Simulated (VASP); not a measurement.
Write the native input for VASP 6.6.1 that does the following.

| Quantity | Value |
| --- | --- |
| Task | single point |
| Functional | PBE |
| Potentials or basis | VASP PAW PBE potentials, release 64 (Sc_sv, Te, I) |
| Cutoff | 520 eV |
| k mesh | 6 × 6 × 2 |
| Occupations | gaussian, width 0.1 eV |
| Spin | no spin polarisation |
| Dipole correction | no |
| Further INCAR settings | ALGO = Normal; EDIFF = 1e-07; NBANDS = 32 |

The structure of ScTeI4 lies in POSCAR:

```
ScTeI4
1.0
    6.3947193350      0.0000000039      0.0000000000
   -3.1973596709      5.5379893922      0.0000000000
    0.0000000000      0.0000000000      6.0051638215
Sc Te I
1 1 4
Direct
    0.0000000000      0.0000000000      0.5000000000
    0.0000000000      0.0000000000      0.0000000000
    0.3333333333      0.6666666667      0.7489926743
    0.3333333333      0.6666666667      0.2510073257
    0.6666666667      0.3333333333      0.7489926743
    0.6666666667      0.3333333333      0.2510073257
```

The cell was built from a structure type or drawn by symmetry, and may not be a known phase.

One way to write it, as run:

INCAR

```
SYSTEM = ScTeI4
PREC = Accurate ; ENCUT = 520
EDIFF = 1E-7 ; ISMEAR = 0
SIGMA = 0.1 ; LREAL = .FALSE.
LASPH = .TRUE. ; NELM = 60
ALGO = Normal ; ISIF = 2
LWAVE = .FALSE. ; LCHARG = .FALSE.
GGA = PE ; NBANDS = 32
```

KPOINTS

```
regular mesh
0
G
  6 6 2
  0 0 0
```

Potentials or basis: VASP PAW PBE potentials, release 64 (Sc_sv, Te, I).

Run with:

```sh
$ cat potpaw_PBE.64/Sc_sv/POTCAR potpaw_PBE.64/Te/POTCAR potpaw_PBE.64/I/POTCAR > POTCAR
$ mpirun -np 1 vasp_std > vasp.out
```

It gave:

| Item | Value |
| --- | --- |
| Pressure | 0.1 GPa |
| Largest force | 0.004 eV/Å |
| Band gap on the k mesh | zero (an odd number of electrons rules out a gap without spin polarisation) |

Caveat: the k points lie up to 0.52 Å⁻¹ apart, too coarse for converged energies and pressures of a metal; spin-orbit coupling is left out, which moves the levels of the heavy elements; an odd number of electrons without spin polarisation forces a metal; a magnetic or distorted state may lie lower.

It took 120 s on 1 thread of AMD EPYC 9R45 96-Core Processor (Zen 5), with other jobs on the host, peak memory 0.34 GiB.
